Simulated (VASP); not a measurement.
# SnSe2 (1T) (P-3m1) in VASP: notebook, part 2 of 2

VASP 6.6.1.

## Step 3: Relaxation of cell and atoms, LDA, target pressure 25 GPa, at which the enthalpy is minimised

This run uses another cell than the first one, of 20.07 Å³/atom, 1.072 times its volume.

File INCAR:

```
ALGO     = Normal         # electronic algorithm
EDIFF    = 1E-7           # SCF threshold, eV
EDIFFG   = -0.002         # ionic threshold
ENCUT    = 600            # plane-wave cutoff, eV
GGA      = CA             # functional
IBRION   = 2              # ionic algorithm
ISIF     = 3              # what is computed and relaxed
ISMEAR   = 0              # smearing method
LASPH    = T              # aspherical terms in the spheres
LCHARG   = F              # write CHGCAR
LREAL    = F              # projectors in reciprocal space
LWAVE    = F              # write WAVECAR
NELM     = 100            # most SCF steps
NSW      = 80             # ionic steps
PREC     = Accurate       # precision mode
PSTRESS  = 250.0        
SIGMA    = 0.05           # smearing width, eV
```

File KPOINTS:

```
k-points
0
Gamma
  18 18 10
```

File POSCAR:

```
SnSe2
1.0
    3.5080880318      0.0000000000      0.0000000000
   -1.7540440159      3.0380933543      0.0000000000
    0.0000000000      0.0000000000      5.6492091974
Sn Se
1 2
Direct
    0.0000000000      0.0000000000      0.0000000000
    0.3333333333      0.6666666667      0.2500000000
    0.6666666667      0.3333333333      0.7500000000
```

Potentials or basis: VASP PAW LDA potentials, release 64 (Sn_d, Se).

Command:

```sh
$ cat potpaw_LDA.64/Sn_d/POTCAR potpaw_LDA.64/Se/POTCAR > POTCAR
$ mpirun -np 1 vasp_std > vasp.out
```

OUTCAR:

```text
EDIFF = 1E-7
   EDIFFG = -0.002
   ENCUT = 600
   GGA = CA
   IBRION = 2
   ISIF = 3
   ISMEAR = 0
   LASPH = T
   LREAL = F
   NELM = 100
   NSW = 80
   PREC = Accurate
   PSTRESS = 250.0

 ion  position               nearest neighbor table
   1  0.000  0.000  0.000-   2 2.47   3 2.47   3 2.47   2 2.47   3 2.47   2 2.47
   2  0.333  0.667  0.250-   1 2.47   1 2.47   1 2.47
   3  0.667  0.333  0.750-   1 2.47   1 2.47   1 2.47

  LATTYP: Found a hexagonal cell.
 ALAT       =     3.5080880318
 C/A-ratio  =     1.6103384938

  Lattice vectors:

 A1 = (   3.5080880318,   0.0000000000,   0.0000000000)
 A2 = (  -1.7540440159,   3.0380933543,   0.0000000000)
 A3 = (   0.0000000000,   0.0000000000,   5.6492091974)

Analysis of symmetry for initial positions (statically):
=====================================================================
 Subroutine PRICEL returns:
 Original cell was already a primitive cell.

 Routine SETGRP: Setting up the symmetry group for a
 hexagonal supercell.

 Subroutine GETGRP returns: Found 12 space group operations
 (whereof 12 operations were pure point group operations)
 out of a pool of 24 trial point group operations.

The static configuration has the point symmetry D_3d.

Analysis of symmetry for dynamics (positions and initial velocities):
=====================================================================
 Subroutine PRICEL returns:
 Original cell was already a primitive cell.

 Routine SETGRP: Setting up the symmetry group for a
 hexagonal supercell.

 Subroutine GETGRP returns: Found 12 space group operations
 (whereof 12 operations were pure point group operations)
 out of a pool of 24 trial point group operations.

[... 134 lines left out ...]
 non-spin polarized calculation
 Gauss-broadening in eV      SIGMA  =   0.05
  energy-cutoff  :      600.00
  volume of cell :       60.21
 maximum number of plane-waves:      2029
   NGX = 13   NGY = 13   NGZ = 23

--------------------------------------- Ionic step        1  -------------------------------------------

 number of electron      26.0000003 magnetization

 Free energy of the ion-electron system (eV)
  ---------------------------------------------------
  ext. energy  EPLUGINS =         0.00000000
  ---------------------------------------------------
  free energy    TOTEN  =       -12.33049065 eV

  energy without entropy =      -12.33049065  energy(sigma->0) =      -12.33049065

------------------------ aborting loop because EDIFF is reached ----------------------------------------

  FORCE on cell =-STRESS in cart. coord.  units (eV):
  Direction    XX          YY          ZZ          XY          YZ          ZX
  --------------------------------------------------------------------------------------
  -------------------------------------------------------------------------------------
  Total       12.3507195     12.3507195     12.3914846      0.0000000      0.0000000      0.0000000
  in kB      328.6575285    328.6575285    329.7423031      0.0000000      0.0000000      0.0000000
  external PRESSURE =      79.0191200 kB  Pullay stress =     250.0000000 kB
[... 100 lines left out ...]
  energy  without entropy=      -13.3777253657  energy(sigma->0) =      -13.37772537

  enthalpy is  TOTEN    =        -3.3560410220 eV   P V=       10.0216843437

[... ionic steps 4 to 38 ...]

--------------------------------------- Ionic step       39  -------------------------------------------

 number of electron      25.9999998 magnetization

------------------------ aborting loop because EDIFF is reached ----------------------------------------
[... 73 lines left out ...]
--------------------------------------- Ionic step       41  -------------------------------------------

 number of electron      25.9999998 magnetization

 Free energy of the ion-electron system (eV)
  ---------------------------------------------------
  ext. energy  EPLUGINS =         0.00000000
  ---------------------------------------------------
  free energy    TOTEN  =       -12.83260696 eV

  energy without entropy =      -12.83157070  energy(sigma->0) =      -12.83208883

 E-fermi :   8.8924     XC(G=0): -11.4101

 val. band max:        8.8798633700   @ k =  -0.0556   0.3889   0.4000
 cond. band min:       8.9060824214   @ k =   0.1667   0.1111   0.2000
 fundamental gap:      0.0262190514
 Fermi energy:         8.8923961830

 k-point     1 :       0.0000    0.0000    0.0000
  band No.  band energies     occupation
      1     -13.0930      2.00000
      2     -13.0930      2.00000
      3     -13.0339      2.00000
      4     -12.9972      2.00000
      5     -12.9972      2.00000
      6      -7.8402      2.00000
[... 457 lines left out ...]
      4     -12.9661      2.00000
      5     -12.9543      2.00000
      6      -5.5546      2.00000
[... 9 lines left out ...]
     16      13.0752      0.00000
     17      14.0321      0.00000

 [... further k-points ...]

------------------------ aborting loop because EDIFF is reached ----------------------------------------

  FORCE on cell =-STRESS in cart. coord.  units (eV):
  Direction    XX          YY          ZZ          XY          YZ          ZX
  --------------------------------------------------------------------------------------
  -------------------------------------------------------------------------------------
  Total        8.7854028      8.7854028      8.7862844      0.0000000     -0.0000000      0.0000000
  in kB      250.0500358    250.0500370    250.0751277      0.0000000     -0.0000000      0.0000000
  external PRESSURE =       0.0584002 kB  Pullay stress =     250.0000000 kB
[... 22 lines left out ...]
  energy  without entropy=      -12.8315706974  energy(sigma->0) =      -12.83208883

  enthalpy is  TOTEN    =        -4.0489621782 eV   P V=        8.7836447834

 reached required accuracy - stopping structural energy minimisation
```

CONTCAR:

```text
SnSe2
   1.00000000000000
     3.5607835600134834    0.0000000000000000    0.0000000000000000
    -1.7803917800067417    3.0837290274322515   -0.0000000000000001
     0.0000000000000000    0.0000000000000000    5.1265305883019856
  Sn              Se
     1     2
Direct
     0.0000000000000000    0.0000000000000000    0.0000000000000000
     0.3333333332999970    0.6666666667000030    0.3095916799473307
     0.6666666667000030    0.3333333332999970    0.6904083200526697

  0.00000000E+00  0.00000000E+00  0.00000000E+00
  0.00000000E+00  0.00000000E+00  0.00000000E+00
  0.00000000E+00  0.00000000E+00  0.00000000E+00
```

It took 73 min on 1 thread of Intel Xeon Platinum 8488C (Sapphire Rapids), shared host; peak memory 0.55 GiB.

Results:

```
Free energy                                            : -12.8326 eV
Relaxed volume                                         : 18.76 Å³/atom
Relaxed cell                                           : a = 3.561 Å, b = 3.561 Å, c = 5.127 Å, α = 90.00°, β = 90.00°, γ = 120.00°
Space group after relaxing (to 0.05 Å)                 : P-3m1 (No. 164)
Energy change on relaxing (the enthalpy is what falls) : -167.4 meV/atom
Ionic steps                                            : 41
Pressure after relaxing                                : 25.0 GPa
Band gap on the k mesh                                 : zero (band 13 reaches 9.35 eV, above the bottom of band 14 at 7.61 eV)
```

The path:
```
step  energy change (eV)  largest force (eV/Å)  pressure (GPa)  volume (Å³)
   1              0.0000                3.8997           32.90        60.21
   3             -1.0472                1.3203           14.96        64.23
   5             -0.1907                0.2464           29.02        54.85
   7             -0.4671                0.3734           23.17        56.32
   9             -0.3452                0.2159           27.01        55.37
  11             -0.5524                0.1524           23.68        56.64
  13             -0.4765                0.0323           25.48        56.14
  15             -0.5153                0.0279           24.76        56.38
  17             -0.5044                0.0025           25.05        56.31
  19             -0.5093                0.0244           24.99        56.34
  21             -0.5066                0.0269           25.00        56.32
  23             -0.5068                0.0071           24.93        56.32
  25             -0.5028                0.0071           25.02        56.30
  27             -0.4997                0.0032           25.06        56.28
  29             -0.5031                0.0013           24.97        56.30
  31             -0.5018                0.0026           25.01        56.29
  33             -0.5023                0.0028           24.99        56.29
  35             -0.5032                0.0026           24.98        56.30
  37             -0.5028                0.0028           24.99        56.30
  39             -0.5027                0.0028           24.99        56.30
  41             -0.5021                0.0014           25.01        56.29
```

Final structure:
```
Sn Se
1.0
     3.56078    0.00000    0.00000
    -1.78039    3.08373    0.00000
     0.00000    0.00000    5.12653
Sn Se
1 2
Direct
  0.00000 0.00000 0.00000
  0.33333 0.66667 0.30959
  0.66667 0.33333 0.69041
```

Caveat: the cell is relaxed towards a set pressure, so the enthalpy falls and the energy may rise; spin-orbit coupling is left out, which moves the levels of the heavy elements.
